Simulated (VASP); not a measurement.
Wanted: the native input for a VASP 6.6.1 run.

| Quantity | Value |
| --- | --- |
| Task | single point |
| Functional | PBE |
| Potentials or basis | VASP PAW PBE potentials, release 64 (Ti_sv, O, Hf_pv) |
| Cutoff | 520 eV |
| k mesh | 8 × 4 × 4 |
| Occupations | fermi-dirac, width 0.02 eV |
| Spin | no spin polarisation |
| Dipole correction | no |
| Further INCAR settings | ALGO = Normal; EDIFF = 1e-06; NBANDS = 59 |

The structure of HfTi3O8 lies in POSCAR:

```
HfTi3O8
1.0
    3.7266817123      0.0000000000      0.0000000000
    0.0000000000      6.2714141938      0.0000000000
    0.0000000000      0.0000000000      5.6841944670
Ti O Hf
3 8 1
Direct
    0.5000000000      0.0000000000      0.5588146624
    0.0000000000      0.7512817154     -0.0473806131
    0.0000000000      0.2487182846     -0.0473806131
    0.5000000000      0.7739762209      0.3661658587
    0.0000000000      0.0000000000      0.1136878114
    0.0000000000      0.0000000000      0.6704881342
    0.5000000000      0.7475523610      0.8390738697
    0.5000000000      0.2260237791      0.3661658587
    0.0000000000      0.5000000000      0.1314860736
    0.0000000000      0.5000000000      0.6748132802
    0.5000000000      0.2524476390      0.8390738697
    0.5000000000      0.5000000000      0.5349918077
```

These files were run (other wordings do the same):

INCAR

```
SYSTEM = HfTi3O8
  PREC = Accurate
  ENCUT = 520
  EDIFF = 1E-6
  ISMEAR = -1
  SIGMA = 0.02
  LREAL = .FALSE.
  LASPH = .TRUE.
  NELM = 60
  ALGO = Normal
  ISIF = 2
  LWAVE = .FALSE.
  LCHARG = .FALSE.
  GGA = PE
  NBANDS = 59
```

KPOINTS

```
regular mesh
0
G
  8 4 4
  0 0 0
```

Potentials or basis: VASP PAW PBE potentials, release 64 (Ti_sv, O, Hf_pv).

Launch:

```console
$ cat potpaw_PBE.64/Ti_sv/POTCAR potpaw_PBE.64/O/POTCAR potpaw_PBE.64/Hf_pv/POTCAR > POTCAR
$ mpirun -np 1 vasp_std > vasp.out
```

Results of the run:

```json
{
 "Pressure": "5.0 GPa",
 "Largest force": "0.302 eV/Å",
 "Band gap on the k mesh": "2.88 eV (least direct gap 2.99 eV)"
}
```

Caveat: the cell stands under pressure; spin-orbit coupling is left out, which moves the levels of the heavy elements.

Run time: 6.8 min on 1 thread of Intel(R) Xeon(R) Platinum 8259CL CPU @ 2.50GHz (Skylake/Cascade Lake), with other jobs on the host, peak memory 0.41 GiB.
